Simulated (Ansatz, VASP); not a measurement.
**Hf2SeS3 in VASP and in Ansatz**

```
Hf Se S
1.0
     3.99102    0.00000    0.00000
     0.00000    3.99102    0.00000
     0.00000    0.00000    9.39345
Hf Se S
2 1 3
Direct
  0.50000 0.00000 0.14331
  0.00000 0.50000 0.85669
  0.50000 0.50000 0.50000
  0.00000 0.00000 0.29334
  0.00000 0.00000 0.70666
  0.50000 0.50000 0.00000
```

Change from the starting cell: species swapped into the CsLi2I3 type (P-4m2, No. 115).

Alike in both runs: task relaxation of cell and atoms; functional PBE; k mesh 4 × 4 × 2; occupations gaussian, width 0.1 eV; no spin polarisation.

|  | VASP | Ansatz |
| --- | --- | --- |
| version | VASP 6.6.1 | Ansatz 0.2.0 |
| potentials or method | VASP PAW PBE potentials, release 64 (Hf_pv, Se, S), cutoff 600 eV | scalar-relativistic, plane waves, PAW |
| valence electrons in the cell | 44 | 86 |

Ansatz gave:

* gap on the k mesh at the Fermi level, each at its own relaxed structure (eV): 0.35
* relaxed volume (Å³/atom): 24.00
* relaxed length of the cell vector where the two differ most in proportion (Å): 6.845

Question: Which values does VASP return?

Answer: gap on the k mesh at the Fermi level, each at its own relaxed structure (eV): 0.33; relaxed volume (Å³/atom): 23.92; relaxed length of the cell vector where the two differ most in proportion (Å): 6.828.

VASP's potentials hold 44 valence electrons a cell and Ansatz's 86, so a difference there can come from the potentials and not from the codes.

Neither program's run includes spin-orbit coupling.
